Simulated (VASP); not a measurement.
# Mg (Im-3m) in VASP: a series of runs

Runs on Mg. Level: LDA. Tasks: single point.

Program: VASP 6.6.1. These are calculated values, not measurements. Logs are shortened: lines on timing, memory, paths and dates and some standing lists are left out, and cuts for length are marked.

### Step 1. The cell of the first run

Symmetry: Im-3m, No. 229, cubic system. Conventional cell: a = 3.508 Å, b = 3.508 Å, c = 3.508 Å, α = 90.00°, β = 90.00°, γ = 90.00°. Within 4.0 Å of Mg (site symmetry m-3m) lie 14 Mg at 3.04 to 3.51 Å.

### Step 2. Single point, LDA

The input, INCAR:

```
PREC = Accurate
ENCUT = 520
EDIFF = 1E-6
ISMEAR = -1
SIGMA = 0.1
LREAL = F
LASPH = T
NELM = 80
ALGO = Normal
ISIF = 2
LWAVE = F
LCHARG = F
GGA = CA
NBANDS = 7
```

The input, KPOINTS:

```
Automatic mesh
0
Gamma
  12 12 12
```

The input, POSCAR:

```
Mg
1.0
   -1.7540232708      1.7540232708      1.7540232708
    1.7540232708     -1.7540232708      1.7540232708
    1.7540232708      1.7540232708     -1.7540232708
Mg
1
Direct
    0.0000000000      0.0000000000      0.0000000000
```

Potentials or basis: VASP PAW LDA potentials, release 64 (Mg).

Started as:

```
$ cat potpaw_LDA.64/Mg/POTCAR > POTCAR
$ mpirun -np 1 vasp_std > vasp.out
```

OUTCAR:

```text
PREC = Accurate
   ENCUT = 520
   EDIFF = 1E-6
   ISMEAR = -1
   LREAL = F
   LASPH = T
   NELM = 80
   ISIF = 2
   GGA = CA

 ion  position               nearest neighbor table
   1  0.000  0.000  0.000-

  LATTYP: Found a body centered cubic cell.
 ALAT       =     3.5080465416

  Lattice vectors:

 A1 = (  -1.7540232708,   1.7540232708,   1.7540232708)
 A2 = (   1.7540232708,  -1.7540232708,   1.7540232708)
 A3 = (   1.7540232708,   1.7540232708,  -1.7540232708)

Analysis of symmetry for initial positions (statically):
=====================================================================
 Subroutine PRICEL returns:
 Original cell was already a primitive cell.

 Routine SETGRP: Setting up the symmetry group for a
 body centered cubic supercell.

 Subroutine GETGRP returns: Found 48 space group operations
 (whereof 48 operations were pure point group operations)
 out of a pool of 48 trial point group operations.

The static configuration has the point symmetry O_h .

Analysis of symmetry for dynamics (positions and initial velocities):
=====================================================================
 Subroutine PRICEL returns:
 Original cell was already a primitive cell.

 Routine SETGRP: Setting up the symmetry group for a
 body centered cubic supercell.

 Subroutine GETGRP returns: Found 48 space group operations
 (whereof 48 operations were pure point group operations)
 out of a pool of 48 trial point group operations.

The dynamic configuration has the point symmetry O_h .

 Subroutine INISYM returns: Found 48 space group operations
 (whereof 48 operations are pure point group operations),
 and found     1 'primitive' translations

----------------------------------------------------------------------------------------

                                     Primitive cell

  volume of cell :      21.5857

  direct lattice vectors                    reciprocal lattice vectors
    -1.754023271  1.754023271  1.754023271     0.000000000  0.285058932  0.285058932
     1.754023271 -1.754023271  1.754023271     0.285058932  0.000000000  0.285058932
     1.754023271  1.754023271 -1.754023271     0.285058932  0.285058932  0.000000000

  length of vectors
     3.038057423  3.038057423  3.038057423     0.403134207  0.403134207  0.403134207

  position of ions in fractional coordinates (direct lattice)
     0.000000000  0.000000000  0.000000000

[... 68 lines left out ...]
   ICHARG =      2    charge: 1-file 2-atom 10-const
   ISPIN  =      1    spin polarized calculation?
   LNONCOLLINEAR =      F non collinear calculations
   LSORBIT =      F    spin-orbit coupling
   LASPH  =      T    aspherical Exc in radial PAW
   ENCUT  =  520.0 eV  38.22 Ry    6.18 a.u.   5.65  5.65  5.65*2*pi/ulx,y,z
   NELM   =     80;   NELMIN=  2; NELMDL= -5     # of ELM steps
   EDIFF  = 0.1E-05   stopping-criterion for ELM
   LREAL  =      F    real-space projection
   EDIFFG = 0.1E-04   stopping-criterion for IOM
   NSW    =      0    number of steps for IOM
   IBRION =     -1    ionic relax: 0-MD 1-quasi-New 2-CG
   NFREE  =      0    steps in history (QN), initial steepest desc. (CG)
   ISIF   =      2    stress and relaxation
   ISYM   =      2    0-nonsym 1-usesym 2-fastsym
   POTIM  = 0.5000    time-step for ionic-motion
   TEBEG  =    0.0;   TEEND  =   0.0 temperature during run
   PSTRESS=    0.0 pullay stress
   NELECT =       2.0000    total number of electrons
   NUPDOWN=      -1.0000    fix difference up-down
   EMIN   =  10.00;   EMAX   =-10.00  energy-range for DOS
   EFERMI =   0.00;   METHOD = LEGACY
   ISMEAR =    -1;   SIGMA  =   0.10  broadening in eV -4-tet -1-fermi 0-gaus
   EFERMI_NEDOS =   21; number of points for ismear=-14 and -15
   IALGO  =     38    algorithm
   IMIX   =      4    mixing-type and parameters
     AMIX     =   0.40;   BMIX     =  1.00
     AMIX_MAG =   1.60;   BMIX_MAG =  1.00
  volume/ion in A,a.u.               =      21.59       145.67
  Fermi-wavevector in a.u.,A,eV,Ry     =   0.740792  1.399893  7.466502  0.548772
  Thomas-Fermi vector in A             =   1.835278
   LORBIT       =      0    0 simple, 1 ext, 2 COOP (PROOUT), +10 PAW based schemes
   GGA     = CA    functional components
   LHFCALC =     F    Hartree Fock is set to
   AEXX    =    0.0000 exact exchange contribution
   IVDW    =     0    specifies the selected vdW correction
   LEPSILON=     F    determine dielectric tensor
   LRPA    =     F    only Hartree local field effects (RPA)
 non-spin polarized calculation
  energy-cutoff  :      520.00
  volume of cell :       21.59
 maximum number of plane-waves:       603
   NGX = 11   NGY = 11   NGZ = 11

 number of electron       2.0000000 magnetization

 Free energy of the ion-electron system (eV)
  ---------------------------------------------------
  ext. energy  EPLUGINS =         0.00000000
  ---------------------------------------------------
  free energy    TOTEN  =        -1.78461229 eV

  energy without entropy =       -1.76930251  energy(sigma->0) =       -1.77695740

 E-fermi :   2.7958     XC(G=0):  -8.8843

 val. band max:        2.7404519851   @ k =   0.4167   0.0833   0.0000
 cond. band min:       2.8358685206   @ k =  -0.4167  -0.4167   0.0833
 fundamental gap:      0.0954165355
 Fermi energy:         2.7957731590

 k-point     1 :       0.0000    0.0000    0.0000
  band No.  band energies     occupation
      1      -4.3885      2.00000
      2      16.1527      0.00000
      3      16.1527      0.00000
      4      16.1527      0.00000
      5      18.3120      0.00000
      6      18.3120      0.00000
      7      18.4745      0.00000
[... 221 lines left out ...]
 k-point    24 :       0.4167    0.0833    0.0833
  band No.  band energies     occupation
      1       1.5731      1.99999
      2       2.2038      1.99464
      3       8.9706      0.00000
      4      10.1684      0.00000
      5      16.6979      0.00000
      6      17.4410      0.00000
      7      22.6819      0.00000

 [... further k-points ...]
[... 5 lines left out ...]
  --------------------------------------------------------------------------------------
  -------------------------------------------------------------------------------------
  Total       -0.0455803     -0.0455803     -0.0455803      0.0000000      0.0000000      0.0000000
  in kB       -3.3831529     -3.3831529     -3.3831529      0.0000000      0.0000000      0.0000000
  external PRESSURE =      -3.3831529 kB  Pullay stress =       0.0000000 kB

 VOLUME and BASIS-vectors are now :
 -----------------------------------------------------------------------------
  energy-cutoff  :      520.00
  volume of cell :       21.59
      direct lattice vectors                 reciprocal lattice vectors
    -1.754023271  1.754023271  1.754023271     0.000000000  0.285058932  0.285058932
     1.754023271 -1.754023271  1.754023271     0.285058932  0.000000000  0.285058932
     1.754023271  1.754023271 -1.754023271     0.285058932  0.285058932  0.000000000

 POSITION                                       TOTAL-FORCE (eV/Angst)
 -----------------------------------------------------------------------------------
      0.00000      0.00000      0.00000        -0.000000      0.000000     -0.000000
 -----------------------------------------------------------------------------------
    total drift:                               -0.000000      0.000000     -0.000000

  FREE ENERGIE OF THE ION-ELECTRON SYSTEM (eV)
  ---------------------------------------------------
  free  energy   TOTEN  =        -1.7846122920 eV

  energy  without entropy=       -1.7693025106  energy(sigma->0) =       -1.77695740
```

OSZICAR:

```text
N       E                     dE             d eps       ncg     rms          rms(c)
DAV:   1    -0.115351594731E+01   -0.11535E+01   -0.83655E+02  1064   0.197E+02
DAV:   2    -0.179450868421E+01   -0.64099E+00   -0.63222E+00  1316   0.114E+01
DAV:   3    -0.179671211899E+01   -0.22034E-02   -0.22025E-02  1323   0.709E-01
DAV:   4    -0.179671602051E+01   -0.39015E-05   -0.39012E-05  1463   0.216E-02
DAV:   5    -0.179671603363E+01   -0.13112E-07   -0.13214E-07  1288   0.740E-04    0.664E-01
DAV:   6    -0.178991153890E+01    0.68045E-02   -0.33917E-04  1211   0.905E-02    0.421E-01
DAV:   7    -0.178461530486E+01    0.52962E-02   -0.12546E-03  1050   0.168E-01    0.217E-02
DAV:   8    -0.178461272951E+01    0.25753E-05   -0.80763E-06  1603   0.150E-02    0.527E-03
DAV:   9    -0.178461229200E+01    0.43751E-06   -0.35370E-07   952   0.251E-03
   1 F= -.17846123E+01 E0= -.17769574E+01  d E =-.153098E-01
```

stdout:

```text
POSCAR found type information on POSCAR Mg
 POSCAR found :  1 types and       1 ions
 scaLAPACK will be used
 LDA part: xc-table for (Slater(with rela. corr.)+CA(PZ))
 , standard interpolation
 POSCAR, INCAR and KPOINTS ok, starting setup
 FFT: planning ... GRIDC
 FFT: planning ... GRID_SOFT
 FFT: planning ... GRID
 WAVECAR not read
 entering main loop
```

Wall time 17 s (1 thread of Intel Xeon 6975P-C, shared host); peak memory 0.1 GiB.

What came out:

```yaml
Free_energy: -1.7846 eV
Pressure: -0.3 GPa
Band_gap_on_the_k_mesh: zero (band 1 reaches 6.81 eV, above the bottom of band 2 at 1.88 eV)
```

### Step 3. Single point, LDA (volume scaled by 0.88)

The input, INCAR:

```
SYSTEM = Mg
PREC = Accurate
ENCUT = 520
EDIFF = 1E-6
ISMEAR = -1
SIGMA = 0.1
LREAL = .False.
LASPH = .True.
NELM = 60
ALGO = Normal
ISIF = 2
LWAVE = .False.
LCHARG = .True.
LELF = .True.
LVHAR = .True.
NBANDS = 7
```

The input, KPOINTS:

```
regular mesh
0
Gamma
  14 14 14
  0 0 0
```

The input, POSCAR:

```
Mg
1.0
   -1.6808523859      1.6808523859      1.6808523859
    1.6808523859     -1.6808523859      1.6808523859
    1.6808523859      1.6808523859     -1.6808523859
Mg
1
Direct
    0.0000000000      0.0000000000      0.0000000000
```

Potentials or basis: VASP PAW LDA potentials, release 64 (Mg).

Started as:

```
$ cat potpaw_LDA.64/Mg/POTCAR > POTCAR
$ mpirun -np 1 vasp_std > vasp.out
```

Run time: 26 s. Hardware: 1 thread of Intel Xeon 6975P-C, shared host; peak memory 0.1 GiB.

The run converged. Its results:

```yaml
Free_energy: -1.7468 eV
Pressure: 6.1 GPa
Band_gap_on_the_k_mesh: zero (band 1 reaches 7.65 eV, above the bottom of band 2 at 2.64 eV)
```

Levels at points of the mesh, in eV from the Fermi level:
```
           k point  band 1  band 2  band 3  band 4
(0.00, 0.00, 0.00)   -7.85   14.18   14.18   14.18
(0.50, 0.00, 0.00)   -1.80   -0.97    9.25   10.71
(0.50, 0.50, 0.50)    4.04    4.04    4.36    4.36
```
